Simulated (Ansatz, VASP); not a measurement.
**Two plane-wave programs on Mn2ZnAs2**

The input INCAR:

```
SYSTEM = Mn2ZnAs2
ALGO = Fast
EDIFF = 1E-7
ENCUT = 520
GGA = PE
ISIF = 2
ISMEAR = 0
LASPH = .TRUE.
LCHARG = .FALSE.
LREAL = .FALSE.
LWAVE = .FALSE.
NBANDS = 32
NELM = 60
PREC = Accurate
SIGMA = 0.1
```

KPOINTS

```
k-points
0
G
  12 12 6
  0 0 0
```

POSCAR

```
Mn2ZnAs2
1.0
    3.8980208208      0.0000000000      0.0000000000
   -1.9490104104      3.3757850553      0.0000000000
    0.0000000000      0.0000000000      6.2497652535
Mn Zn As
2 1 2
Direct
    0.3333333333      0.6666666667      0.3694400000
    0.6666666667      0.3333333333      0.6305600000
    0.0000000000      0.0000000000      0.0000000000
    0.3333333333      0.6666666667      0.7679300000
    0.6666666667      0.3333333333      0.2320700000
```

Input for Ansatz:

```yaml
crystal:
  lattice:
    - [3.8980208208, 0.0, 0.0]
    - [-1.9490104104, 3.3757850553, 0.0]
    - [0.0, 0.0, 6.2497652535]
  atoms:
    - { symbol: Mn, position: [0.3333333333, 0.6666666667, 0.36944] }
    - { symbol: Mn, position: [0.6666666667, 0.3333333333, 0.63056] }
    - { symbol: Zn, position: [0.0, 0.0, 0.0] }
    - { symbol: As, position: [0.3333333333, 0.6666666667, 0.76793] }
    - { symbol: As, position: [0.6666666667, 0.3333333333, 0.23207] }
basis:
  ecutwfc: 420
kpoints:
  mp_grid: { grid: [12, 12, 6] }
hamiltonian:
  xc: pbe
scf:
  occupations: { method: gaussian, width: 0.1 }
  lower_state_search: "off"
output:
  forces: true
  stress: true
  eigenvalues: true
```

Alike in both runs: task single point; functional PBE; k mesh 12 × 12 × 6; occupations gaussian, width 0.1 eV; no spin polarisation.

|  | VASP | Ansatz |
| --- | --- | --- |
| version | VASP 6.6.1 | Ansatz 0.2.0 |
| potentials or method | VASP PAW PBE potentials, release 64 (Mn_pv, Zn, As), cutoff 520 eV | scalar-relativistic, plane waves, PAW |
| valence electrons in the cell | 48 | 72 |

|  | VASP | Ansatz | Ansatz less VASP |
| --- | --- | --- | --- |
| gap on the k mesh at the Fermi level (eV) | none | none | - |
| pressure (GPa) | -6.2 | -6.4 | -0.26 |
| traceless stress, the component that is largest in VASP (GPa) | -3.82 | -3.84 | -0.014 |
| rms of the force components (eV/Å) | 0.682 | 0.686 | +0.0042 |

Atom by atom the forces differ by 0.004 eV/Å (rms over components). A gap of «none» marks a metal or a gap that the smearing closes. The functional is the same, so the differences come from potentials, cutoffs and numerics. VASP's potentials hold 48 valence electrons a cell and Ansatz's 72, so a difference there can come from the potentials and not from the codes.
